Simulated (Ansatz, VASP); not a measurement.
**PbO in VASP and in Ansatz**

INCAR

```
PREC = Accurate ; ENCUT = 520
EDIFF = 1E-6 ; ISMEAR = 0
SIGMA = 0.02 ; LREAL = F
LASPH = T ; NELM = 60
ALGO = Normal ; ISIF = 2
LWAVE = F ; LCHARG = F
GGA = PS ; NBANDS = 28
```

Contents of KPOINTS:

```
Automatic mesh
0
Gamma
  8 8 6
```

The input POSCAR:

```
PbO
1.0
    3.7560862080      0.0000000000      0.0000000000
    0.0000000000      3.9484869120      0.0000000000
    0.0000000000      0.0000000000      5.1056665200
Pb O
2 2
Direct
    0.0000000000      0.5000000000      0.2239082335
    0.5000000000      0.0000000000      0.7377933033
    0.0000000000      0.0000000000      0.0505746440
    0.5000000000      0.5000000000     -0.0122761808
```

Input for Ansatz:

```yaml
crystal:
  lattice:
    - [3.756086208, 0.0, 0.0]
    - [0.0, 3.948486912, 0.0]
    - [0.0, 0.0, 5.10566652]
  atoms:
    - { symbol: Pb, position: [0.0, 0.5, 0.2239082335] }
    - { symbol: Pb, position: [0.5, 0.0, 0.7377933033] }
    - { symbol: O, position: [0.0, 0.0, 0.050574644] }
    - { symbol: O, position: [0.5, 0.5, -0.0122761808] }
basis:
  ecutwfc: 420
kpoints:
  mp_grid: { grid: [8, 8, 6] }
hamiltonian:
  xc: pbesol
scf:
  occupations: { method: gaussian, width: 0.02 }
output:
  forces: true
  stress: true
  eigenvalues: true
```

Alike in both runs: task single point; functional PBEsol; k mesh 8 × 8 × 6; occupations gaussian, width 0.02 eV; no spin polarisation.

```csv
,VASP,Ansatz
version,VASP 6.6.1,Ansatz 0.2.0
potentials or method,"VASP PAW PBE potentials, release 64 (Pb_d, O), cutoff 520 eV","scalar-relativistic, plane waves, PAW"
valence electrons in the cell,40,40
```

```csv
,VASP,Ansatz,Ansatz less VASP
gap on the k mesh at the Fermi level (eV),0.46,0.45,-0.005
least direct gap on the mesh (eV),1.35,1.35,0.000
pressure (GPa),4.4,4.3,-0.09
"traceless stress, the component that is largest in VASP (GPa)",5.83,5.74,-0.081
rms of the force components (eV/Å),0.965,0.956,-0.0091
```

VASP's potentials were made for PBE, not for PBEsol. Atom by atom the forces differ by 0.019 eV/Å (rms over components). With one functional, cell and mesh, what is left measures potentials, basis and numerics.

Neither program's run includes spin-orbit coupling.
